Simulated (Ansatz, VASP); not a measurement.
BeSe5: VASP beside Ansatz

```xyz
6
Lattice="6.3996 0.0000 0.0000 -3.1998 5.5422 0.0000 0.0000 0.0000 3.4435" Properties=species:S:1:pos:R:3 pbc="T T T"
Be    0.0000    0.0000    1.7218
Se    0.0000    3.6948    1.7218
Se   -2.3428    4.0578    0.0000
Se    4.6856    0.0000    0.0000
Se    0.8570    1.4844    0.0000
Se    3.1998    1.8474    1.7218
```

Change from the starting cell: species swapped into the La5Mg type (P-62m, No. 189).

Alike in both runs: functional PBE; k mesh 3 × 3 × 6; occupations gaussian, width 0.1 eV; no spin polarisation.

Ansatz relaxed the structure, and its values are those at the end. VASP's run is a single point on that final structure, the one shown.

|  | VASP | Ansatz |
| --- | --- | --- |
| version | VASP 6.6.1 | Ansatz 0.2.0 |
| potentials or method | VASP PAW PBE potentials, release 64 (Be, Se), cutoff 520 eV | scalar-relativistic, plane waves, PAW |
| valence electrons in the cell | 32 | 82 |

VASP gave:

* gap on the k mesh at the Fermi level (eV): none
* pressure (GPa): 0.1
* rms of the force components (eV/Å): 0.002

Problem. Estimate Ansatz's values.

Solution. gap on the k mesh at the Fermi level (eV): none; pressure (GPa): 0.0; rms of the force components (eV/Å): 0.004.

A gap of «none» marks a metal or a gap that the smearing closes. VASP's potentials hold 32 valence electrons a cell and Ansatz's 82, so a difference there can come from the potentials and not from the codes.

The k mesh is coarse, so the values compare programs but aren't converged.
